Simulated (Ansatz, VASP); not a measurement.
One calculation of NaF, two programs

```
CELL_PARAMETERS angstrom
3.29670 0.00000 0.00000
-1.64835 2.85503 0.00000
0.00000 0.00000 16.65101
ATOMIC_POSITIONS crystal
Na 0.00000 0.00000 0.00000
Na 0.33333 0.66667 0.16807
Na 0.66667 0.33333 0.33193
Na 0.00000 0.00000 0.50000
Na 0.66667 0.33333 0.66807
Na 0.33333 0.66667 0.83193
F 0.66667 0.33333 0.08600
F 0.00000 0.00000 0.25000
F 0.33333 0.66667 0.41400
F 0.33333 0.66667 0.58600
F 0.00000 0.00000 0.75000
F 0.66667 0.33333 0.91400
```

Alike in both runs: functional PBE; k mesh 9 × 9 × 2; occupations gaussian, width 0.02 eV; no spin polarisation.

Ansatz relaxed the structure, and its values are those at the end. VASP's run is a single point on that final structure, the one shown.

```csv
,VASP,Ansatz
version,VASP 6.6.1,Ansatz 0.2.0
potentials or method,"VASP PAW PBE potentials, release 64 (Na_pv, F), cutoff 520 eV","scalar-relativistic, plane waves, PAW"
valence electrons in the cell,84,96
```

Ansatz gave:

```
gap on the k mesh at the Fermi level (eV) : 5.88
least direct gap on the mesh (eV)         : 5.88
pressure (GPa)                            : 0.0
```

Q: What did VASP give for the same quantities?

A: gap on the k mesh at the Fermi level (eV): 5.86; least direct gap on the mesh (eV): 5.86; pressure (GPa): -0.1.

The functional is the same, so the differences come from potentials, cutoffs and numerics. VASP's potentials hold 84 valence electrons a cell and Ansatz's 96, so a difference there can come from the potentials and not from the codes.
